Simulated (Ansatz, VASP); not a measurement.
## Sr: VASP beside Ansatz

INCAR

```
  ALGO = Normal
  EDIFF = 1E-6
  ENCUT = 520
  GGA = PE
  ISIF = 2
  ISMEAR = 0
  LASPH = T
  LCHARG = T
  LELF = T
  LREAL = F
  LVHAR = T
  LWAVE = F
  NBANDS = 11
  NELM = 60
  PREC = Accurate
  SIGMA = 0.1
```

KPOINTS

```
k-points
0
Gamma
  12 12 12
```

Contents of POSCAR:

```
Sr
1.0
    0.0000000000      2.9620623835      2.9620623835
    2.9620623835      0.0000000000      2.9620623835
    2.9620623835      2.9620623835      0.0000000000
Sr
1
Direct
    0.0000000000      0.0000000000      0.0000000000
```

Input for Ansatz:

```yaml
crystal:
  lattice:
    - [0.0, 2.9620623835, 2.9620623835]
    - [2.9620623835, 0.0, 2.9620623835]
    - [2.9620623835, 2.9620623835, 0.0]
  atoms:
    - { symbol: Sr, position: [0.0, 0.0, 0.0] }
basis:
  ecutwfc: 420
kpoints:
  mp_grid: { grid: [12, 12, 12] }
hamiltonian:
  xc: pbe
scf:
  occupations: { method: gaussian, width: 0.1 }
output:
  forces: true
  stress: true
  eigenvalues: true
```

Alike in both runs: task single point; functional PBE; k mesh 12 × 12 × 12; occupations gaussian, width 0.1 eV; no spin polarisation.

```csv
,VASP,Ansatz
version,VASP 6.6.1,Ansatz 0.2.0
potentials or method,"VASP PAW PBE potentials, release 64 (Sr_sv), cutoff 520 eV","scalar-relativistic, plane waves, PAW"
valence electrons in the cell,10,10
```

```csv
,VASP,Ansatz,Ansatz less VASP
gap on the k mesh at the Fermi level (eV),none,none,-
pressure (GPa),0.7,0.7,-0.01
```

A gap of «none» marks a metal or a gap that the smearing closes.
